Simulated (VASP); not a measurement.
# Eu (Im-3m) in VASP: a series of runs

Eu is run at these levels: PBE; tasks: single point.

Everything below comes from runs of VASP 6.6.1. Logs are shortened: lines on timing, memory, paths and dates and some standing lists are left out, and cuts for length are marked.

## 1. The cell of the first run

It takes space group Im-3m (No. 229, cubic). The conventional cell has a = 4.010 Å, b = 4.010 Å, c = 4.010 Å, α = 90.00°, β = 90.00°, γ = 90.00°. Eu (site symmetry m-3m) has 14 Eu at 3.47 to 4.01 Å within 4.6 Å.

## 2. Single point, PBE, collinear spin, ferromagnetic start (32.25 Å³/atom)

INCAR reads:

```
  PREC = Accurate
  ENCUT = 520
  EDIFF = 1E-6
  ISMEAR = -1
  SIGMA = 0.05
  LREAL = F
  LASPH = T
  NELM = 150
  ALGO = Normal
  ISIF = 2
  LWAVE = F
  LCHARG = F
  ISPIN = 2
  MAGMOM = 7
  LORBIT = 11
  LMAXMIX = 6
  GGA = PE
  NBANDS = 18
```

KPOINTS reads:

```
regular mesh
0
Gamma
  10 10 10
```

POSCAR reads:

```
Eu
1.0
   -2.0051271453      2.0051271453      2.0051271453
    2.0051271453     -2.0051271453      2.0051271453
    2.0051271453      2.0051271453     -2.0051271453
Eu
1
Direct
    0.0000000000      0.0000000000      0.0000000000
```

Potentials or basis: VASP PAW PBE potentials, release 64 (Eu).

Command:

```console
cat potpaw_PBE.64/Eu/POTCAR > POTCAR
mpirun -np 1 vasp_std > vasp.out
```

OUTCAR:

```text
PREC = Accurate
   ENCUT = 520
   EDIFF = 1E-6
   ISMEAR = -1
   LREAL = F
   LASPH = T
   NELM = 150
   ISIF = 2
   ISPIN = 2
   LORBIT = 11
   GGA = PE

 ion  position               nearest neighbor table
   1  0.000  0.000  0.000-

  LATTYP: Found a body centered cubic cell.
 ALAT       =     4.0102542906

  Lattice vectors:

 A1 = (  -2.0051271453,   2.0051271453,   2.0051271453)
 A2 = (   2.0051271453,  -2.0051271453,   2.0051271453)
 A3 = (   2.0051271453,   2.0051271453,  -2.0051271453)

Analysis of symmetry for initial positions (statically):
=====================================================================
 Subroutine PRICEL returns:
 Original cell was already a primitive cell.

 Routine SETGRP: Setting up the symmetry group for a
 body centered cubic supercell.

 Subroutine GETGRP returns: Found 48 space group operations
 (whereof 48 operations were pure point group operations)
 out of a pool of 48 trial point group operations.

The static configuration has the point symmetry O_h .

Analysis of symmetry for dynamics (positions and initial velocities):
=====================================================================
 Subroutine PRICEL returns:
 Original cell was already a primitive cell.

 Routine SETGRP: Setting up the symmetry group for a
 body centered cubic supercell.

 Subroutine GETGRP returns: Found 48 space group operations
 (whereof 48 operations were pure point group operations)
 out of a pool of 48 trial point group operations.

The dynamic configuration has the point symmetry O_h .

Analysis of structural, dynamic, and magnetic symmetry:
=====================================================================
 Subroutine PRICEL returns:
 Original cell was already a primitive cell.

 Routine SETGRP: Setting up the symmetry group for a
 body centered cubic supercell.

 Subroutine GETGRP returns: Found 48 space group operations
 (whereof 48 operations were pure point group operations)
 out of a pool of 48 trial point group operations.

The overall configuration has the point symmetry O_h .

 Subroutine INISYM returns: Found 48 space group operations
 (whereof 48 operations are pure point group operations),
 and found     1 'primitive' translations

----------------------------------------------------------------------------------------

                                     Primitive cell

  volume of cell :      32.2467

  direct lattice vectors                    reciprocal lattice vectors
    -2.005127145  2.005127145  2.005127145     0.000000000  0.249360746  0.249360746
     2.005127145 -2.005127145  2.005127145     0.249360746  0.000000000  0.249360746
     2.005127145  2.005127145 -2.005127145     0.249360746  0.249360746  0.000000000

  length of vectors
     3.472982091  3.472982091  3.472982091     0.352649348  0.352649348  0.352649348

  position of ions in fractional coordinates (direct lattice)
     0.000000000  0.000000000  0.000000000

  ion indices of the primitive-cell ions
   primitive index   ion index
                 1           1

----------------------------------------------------------------------------------------

 KPOINTS: regular mesh

Automatic generation of k-mesh.
 Grid dimensions read from file:
 generate k-points for:   10   10   10

 Generating k-lattice:

  Cartesian coordinates                     Fractional coordinates (reciprocal lattice)
     0.000000000  0.024936075  0.024936075     0.100000000  0.000000000  0.000000000
     0.024936075  0.000000000  0.024936075     0.000000000  0.100000000  0.000000000
     0.024936075  0.024936075  0.000000000     0.000000000  0.000000000  0.100000000

  Length of vectors
     0.035264935  0.035264935  0.035264935

  Shift w.r.t. Gamma in fractional coordinates (k-lattice)
     0.000000000  0.000000000  0.000000000

 Subroutine IBZKPT returns following result:
 ===========================================

 Found     47 irreducible k-points:

 Following reciprocal coordinates:
            Coordinates               Weight
  0.000000  0.000000  0.000000      1.000000
  0.100000  0.000000  0.000000     12.000000
  0.200000  0.000000  0.000000     12.000000
  0.300000  0.000000  0.000000     12.000000
  0.400000  0.000000  0.000000     12.000000
  0.500000  0.000000  0.000000      6.000000
[... 16 lines left out ...]
  0.300000  0.300000  0.100000      8.000000
 -0.300000  0.300000  0.100000     24.000000
 [... further k-points ...]
   k-points           NKPTS =     47   k-points in BZ     NKDIM =     47   number of bands    NBANDS=     18
   number of dos      NEDOS =    301   number of ions     NIONS =      1
   total plane-waves  NPLWV =  21952
   dimension x,y,z NGX =    28 NGY =   28 NGZ =   28
   dimension x,y,z NGXF=    56 NGYF=   56 NGZF=   56
   ions per type =               1
   NGX,Y,Z   is equivalent  to a cutoff of  13.40, 13.40, 13.40 a.u.
   NGXF,Y,Z  is equivalent  to a cutoff of  26.81, 26.81, 26.81 a.u.
 SYSTEM =  unknown system
   PREC   = accura    normal or accurate (medium, high low for compatibility)
   ISTART =      0    job   : 0-new  1-cont  2-samecut
   ICHARG =      2    charge: 1-file 2-atom 10-const
   ISPIN  =      2    spin polarized calculation?
   LNONCOLLINEAR =      F non collinear calculations
   LSORBIT =      F    spin-orbit coupling
   LASPH  =      T    aspherical Exc in radial PAW
   ENCUT  =  520.0 eV  38.22 Ry    6.18 a.u.   6.46  6.46  6.46*2*pi/ulx,y,z
   NELM   =    150;   NELMIN=  2; NELMDL= -5     # of ELM steps
   EDIFF  = 0.1E-05   stopping-criterion for ELM
   LREAL  =      F    real-space projection
   EDIFFG = 0.1E-04   stopping-criterion for IOM
   NSW    =      0    number of steps for IOM
   IBRION =     -1    ionic relax: 0-MD 1-quasi-New 2-CG
   NFREE  =      0    steps in history (QN), initial steepest desc. (CG)
   ISIF   =      2    stress and relaxation
   ISYM   =      2    0-nonsym 1-usesym 2-fastsym
   POTIM  = 0.5000    time-step for ionic-motion
   TEBEG  =    0.0;   TEEND  =   0.0 temperature during run
   PSTRESS=    0.0 pullay stress
   NELECT =      17.0000    total number of electrons
   NUPDOWN=      -1.0000    fix difference up-down
   EMIN   =  10.00;   EMAX   =-10.00  energy-range for DOS
   EFERMI =   0.00;   METHOD = LEGACY
   ISMEAR =    -1;   SIGMA  =   0.05  broadening in eV -4-tet -1-fermi 0-gaus
   EFERMI_NEDOS =   21; number of points for ismear=-14 and -15
   IALGO  =     38    algorithm
   IMIX   =      4    mixing-type and parameters
     AMIX     =   0.40;   BMIX     =  1.00
     AMIX_MAG =   1.60;   BMIX_MAG =  1.00
  volume/ion in A,a.u.               =      32.25       217.61
  Fermi-wavevector in a.u.,A,eV,Ry     =   1.322501  2.499164 23.796698  1.749008
  Thomas-Fermi vector in A             =   2.452177
   LORBIT       =     11    0 simple, 1 ext, 2 COOP (PROOUT), +10 PAW based schemes
   GGA     = PE    functional components
   LHFCALC =     F    Hartree Fock is set to
   AEXX    =    0.0000 exact exchange contribution
   IVDW    =     0    specifies the selected vdW correction
   LEPSILON=     F    determine dielectric tensor
   LRPA    =     F    only Hartree local field effects (RPA)
 spin polarized calculation
  energy-cutoff  :      520.00
  volume of cell :       32.25
 maximum number of plane-waves:       895
 NGX is ok and might be reduce to    28
   NGX = 13   NGY = 13   NGZ = 13

 number of electron      16.9999999 magnetization       7.1839584

 Free energy of the ion-electron system (eV)
  ---------------------------------------------------
  ext. energy  EPLUGINS =         0.00000000
  ---------------------------------------------------
  free energy    TOTEN  =       -11.30357387 eV

  energy without entropy =      -11.29227069  energy(sigma->0) =      -11.29792228

 E-fermi :   3.2029     XC(G=0):  -9.9716

 val. band max:        3.1911156188   @ k =   0.5000   0.5000   0.3000
 cond. band min:       3.2102302758   @ k =  -0.4000   0.5000   0.2000
 fundamental gap:      0.0191146570
 Fermi energy:         3.2029099991

 spin component 1

 k-point     1 :       0.0000    0.0000    0.0000
  band No.  band energies     occupation
      1     -38.2966      1.00000
      2     -16.5549      1.00000
      3     -16.5549      1.00000
      4     -16.5549      1.00000
      5      -1.4700      1.00000
      6       2.5658      1.00000
[... 10 lines left out ...]
     17       7.4780      0.00000
     18      14.0305      0.00000

 k-point     2 :       0.1000    0.0000    0.0000
  band No.  band energies     occupation
      1     -38.2863      1.00000
      2     -16.6605      1.00000
      3     -16.5861      1.00000
      4     -16.5559      1.00000
      5      -1.1579      1.00000
      6       2.5566      1.00000
[... 10 lines left out ...]
     17       7.4957      0.00000
     18      14.3399      0.00000
[... 442 lines left out ...]
 k-point    24 :      -0.3000    0.3000    0.1000
  band No.  band energies     occupation
      1     -38.2170      1.00000
      2     -17.2208      1.00000
      3     -16.7988      1.00000
      4     -16.6366      1.00000
      5       0.8474      1.00000
      6       2.4896      1.00000
[... 10 lines left out ...]
     17       8.3698      0.00000
     18      13.5943      0.00000

 [... further k-points ...]

 spin component 2

 k-point     1 :       0.0000    0.0000    0.0000
  band No.  band energies     occupation
      1     -35.2218      1.00000
      2     -14.2218      1.00000
      3     -14.2218      1.00000
      4     -14.2218      1.00000
      5      -0.5687      1.00000
      6       6.3230      0.00000
[... 10 lines left out ...]
     17       8.5864      0.00000
     18      15.2646      0.00000

 k-point     2 :       0.1000    0.0000    0.0000
  band No.  band energies     occupation
      1     -35.2090      1.00000
      2     -14.3513      1.00000
      3     -14.2587      1.00000
      4     -14.2233      1.00000
      5      -0.2378      1.00000
      6       5.9676      0.00000
[... 10 lines left out ...]
     17       8.7087      0.00000
     18      15.5447      0.00000
[... 442 lines left out ...]
 k-point    24 :      -0.3000    0.3000    0.1000
  band No.  band energies     occupation
      1     -35.1225      1.00000
      2     -15.0258      1.00000
      3     -14.5095      1.00000
      4     -14.3219      1.00000
      5       1.8241      1.00000
      6       4.7196      0.00000
[... 10 lines left out ...]
     17       9.6534      0.00000
     18      14.7864      0.00000

 [... further k-points ...]

------------------------ aborting loop because EDIFF is reached ----------------------------------------

  FORCE on cell =-STRESS in cart. coord.  units (eV):
  Direction    XX          YY          ZZ          XY          YZ          ZX
  --------------------------------------------------------------------------------------
  -------------------------------------------------------------------------------------
  Total        1.1471259      1.1471259      1.1471259      0.0000000      0.0000000     -0.0000000
  in kB       56.9948910     56.9948910     56.9948910      0.0000000      0.0000000     -0.0000000
  external PRESSURE =      56.9948910 kB  Pullay stress =       0.0000000 kB

 VOLUME and BASIS-vectors are now :
 -----------------------------------------------------------------------------
  energy-cutoff  :      520.00
  volume of cell :       32.25
      direct lattice vectors                 reciprocal lattice vectors
    -2.005127145  2.005127145  2.005127145     0.000000000  0.249360746  0.249360746
     2.005127145 -2.005127145  2.005127145     0.249360746  0.000000000  0.249360746
     2.005127145  2.005127145 -2.005127145     0.249360746  0.249360746  0.000000000

 POSITION                                       TOTAL-FORCE (eV/Angst)
 -----------------------------------------------------------------------------------
      0.00000      0.00000      0.00000         0.000000      0.000000      0.000000
 -----------------------------------------------------------------------------------
    total drift:                                0.000000     -0.000000     -0.000000

  FREE ENERGIE OF THE ION-ELECTRON SYSTEM (eV)
  ---------------------------------------------------
  free  energy   TOTEN  =       -11.3035738650 eV

  energy  without entropy=      -11.2922706895  energy(sigma->0) =      -11.29792228

 total charge

# of ion       s       p       d       f       tot
--------------------------------------------------
    1        2.101   5.690   0.443   6.570  14.804

 magnetization (x)

# of ion       s       p       d       f       tot
--------------------------------------------------
    1        0.001  -0.086   0.156   6.562   6.633
```

Wall time 58 s (1 thread of Intel Xeon Platinum 8375C at 2.90GHz (Ice Lake), shared host); peak memory 0.21 GiB.

Results:

```yaml
Free_energy: -11.3036 eV
Pressure: 5.7 GPa
Net_moment: 7.18 μB per cell
Site_moments: Eu +6.63 μB
Valence_electrons_inside_the_program's_atomic_spheres: Eu 14.80
```

Caveat: the cell stands under pressure; spin-orbit coupling is left out, which moves the levels of the heavy elements; semilocal functionals describe open f shells poorly, which spoils levels, moments and volumes. The state reached can hang on the start; a lower one may exist.

## 3. Single point, PBE, collinear spin, ferromagnetic start (32.25 Å³/atom)

INCAR reads:

```
SYSTEM = Eu
  PREC = Accurate
  ENCUT = 520
  EDIFF = 1E-6
  ISMEAR = -1
  SIGMA = 0.05
  LREAL = .False.
  LASPH = .True.
  NELM = 150
  ALGO = Normal
  ISIF = 2
  LWAVE = .False.
  LCHARG = .False.
  ISPIN = 2
  MAGMOM = 7
  LORBIT = 11
  LMAXMIX = 6
  GGA = PE
  NBANDS = 18
```

KPOINTS reads:

```
Automatic mesh
0
Gamma
  10 10 10
  0 0 0
```

POSCAR is that of step 2.

Potentials or basis: VASP PAW PBE potentials, release 64 (Eu).

Command:

```console
cat potpaw_PBE.64/Eu/POTCAR > POTCAR
mpirun -np 1 vasp_std > vasp.out
```

OUTCAR:

```text
SYSTEM = Eu
   PREC = Accurate
   ENCUT = 520
   EDIFF = 1E-6
   ISMEAR = -1
   LREAL = .False.
   LASPH = .True.
   NELM = 150
   ISIF = 2
   ISPIN = 2
   LORBIT = 11
   GGA = PE

 ion  position               nearest neighbor table
   1  0.000  0.000  0.000-

  LATTYP: Found a body centered cubic cell.
 ALAT       =     4.0102542906

  Lattice vectors:

 A1 = (  -2.0051271453,   2.0051271453,   2.0051271453)
 A2 = (   2.0051271453,  -2.0051271453,   2.0051271453)
 A3 = (   2.0051271453,   2.0051271453,  -2.0051271453)

Analysis of symmetry for initial positions (statically):
=====================================================================
 Subroutine PRICEL returns:
[... 1213 lines left out ...]
  in kB       56.9948910     56.9948910     56.9948910      0.0000000      0.0000000     -0.0000000
  external PRESSURE =      56.9948910 kB  Pullay stress =       0.0000000 kB

 VOLUME and BASIS-vectors are now :
 -----------------------------------------------------------------------------
  energy-cutoff  :      520.00
  volume of cell :       32.25
      direct lattice vectors                 reciprocal lattice vectors
    -2.005127145  2.005127145  2.005127145     0.000000000  0.249360746  0.249360746
     2.005127145 -2.005127145  2.005127145     0.249360746  0.000000000  0.249360746
     2.005127145  2.005127145 -2.005127145     0.249360746  0.249360746  0.000000000

 POSITION                                       TOTAL-FORCE (eV/Angst)
 -----------------------------------------------------------------------------------
      0.00000      0.00000      0.00000         0.000000      0.000000      0.000000
 -----------------------------------------------------------------------------------
    total drift:                                0.000000     -0.000000     -0.000000

  FREE ENERGIE OF THE ION-ELECTRON SYSTEM (eV)
  ---------------------------------------------------
  free  energy   TOTEN  =       -11.3035738650 eV

  energy  without entropy=      -11.2922706895  energy(sigma->0) =      -11.29792228

 total charge

# of ion       s       p       d       f       tot
--------------------------------------------------
    1        2.101   5.690   0.443   6.570  14.804

 magnetization (x)

# of ion       s       p       d       f       tot
--------------------------------------------------
    1        0.001  -0.086   0.156   6.562   6.633
```

OSZICAR:

```text
N       E                     dE             d eps       ncg     rms          rms(c)
DAV:   1     0.979478055883E+02    0.97948E+02   -0.65656E+03  4144   0.437E+03
DAV:   2     0.571471320870E+01   -0.92233E+02   -0.81134E+02  4200   0.286E+02
DAV:   3    -0.731749863338E+01   -0.13032E+02   -0.12673E+02  5034   0.984E+01
DAV:   4    -0.877236555647E+01   -0.14549E+01   -0.14431E+01  6562   0.255E+01
DAV:   5    -0.884689301083E+01   -0.74527E-01   -0.74394E-01  5924   0.629E+00    0.310E+01
DAV:   6    -0.121481906447E+02   -0.33013E+01   -0.32365E+00  5032   0.349E+01    0.197E+01
DAV:   7    -0.114312137610E+02    0.71698E+00   -0.25853E+00  4852   0.336E+01    0.166E+01
DAV:   8    -0.113089894932E+02    0.12222E+00   -0.71998E-01  4502   0.202E+01    0.691E+00
DAV:   9    -0.113393885342E+02   -0.30399E-01   -0.22219E-01  5360   0.974E+00    0.593E+00
DAV:  10    -0.113081875450E+02    0.31201E-01   -0.37955E-02  6124   0.270E+00    0.247E+00
DAV:  11    -0.113046151999E+02    0.35723E-02   -0.74913E-03  5824   0.136E+00    0.904E-01
DAV:  12    -0.113035069747E+02    0.11082E-02   -0.35991E-03  5232   0.120E+00    0.219E-01
DAV:  13    -0.113035962729E+02   -0.89298E-04   -0.71383E-04  6240   0.387E-01    0.181E-01
DAV:  14    -0.113036049521E+02   -0.86792E-05   -0.54988E-05  5180   0.399E-02    0.157E-01
DAV:  15    -0.113035745304E+02    0.30422E-04   -0.95440E-05  5072   0.214E-01    0.419E-02
DAV:  16    -0.113035738650E+02    0.66539E-06   -0.71144E-06  5914   0.392E-02
   1 F= -.11303574E+02 E0= -.11297922E+02  d E =-.113032E-01  mag=     7.1841
```

Run time: 65 s. Hardware: 1 thread of Intel Xeon Platinum 8375C at 2.90GHz (Ice Lake), shared host; peak memory 0.21 GiB.

What came out:

```yaml
Free_energy: -11.3036 eV
Pressure: 5.7 GPa
Net_moment: 7.18 μB per cell
Site_moments: Eu +6.63 μB
Valence_electrons_inside_the_program's_atomic_spheres: Eu 14.80
```

Caveat: the cell stands under pressure; spin-orbit coupling is left out, which moves the levels of the heavy elements; semilocal functionals describe open f shells poorly, which spoils levels, moments and volumes. The state reached can hang on the start; a lower one may exist.
